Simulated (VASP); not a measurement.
Input of a VASP 6.6.1 run:

File INCAR:

```
ALGO = Normal ; EDIFF = 1E-8
ENCUT = 520 ; GGA_COMPAT = False
ISIF = 2 ; ISMEAR = 0
LASPH = True ; LCHARG = False
LEPSILON = True ; LREAL = False
LWAVE = False ; NELM = 120
PREC = Accurate ; SIGMA = 0.01
```

The input KPOINTS:

```
k-points
0
Gamma
  6 6 4
```

POSCAR

```
SiC
1.0
    3.0760000000      0.0000000000      0.0000000000
   -1.5380000000      2.6638941420      0.0000000000
    0.0000000000      0.0000000000      5.0480000000
Si C
2 2
Direct
    0.3333333333      0.6666666667      0.0000000000
    0.6666666667      0.3333333333      0.5000000000
    0.3333333333      0.6666666667      0.3850000000
    0.6666666667      0.3333333333      0.8850000000
```

Potentials or basis: VASP PAW LDA potentials, release 64 (Si, C).

Launch:

```console
$ cat potpaw_LDA.64/Si/POTCAR potpaw_LDA.64/C/POTCAR > POTCAR
$ mpirun -np 1 vasp_std > vasp.out
```

(1) Estimate the electronic dielectric tensor (diagonal).

(2) What does it give for the Born charges (mean of the diagonal)?

(3) Predict the band gap on the k mesh.

## Answers

(1) 7.32, 7.32, 7.38.

(2) Si +2.77; C -2.77 e.

(3) 2.20 eV (least direct gap 3.97 eV).
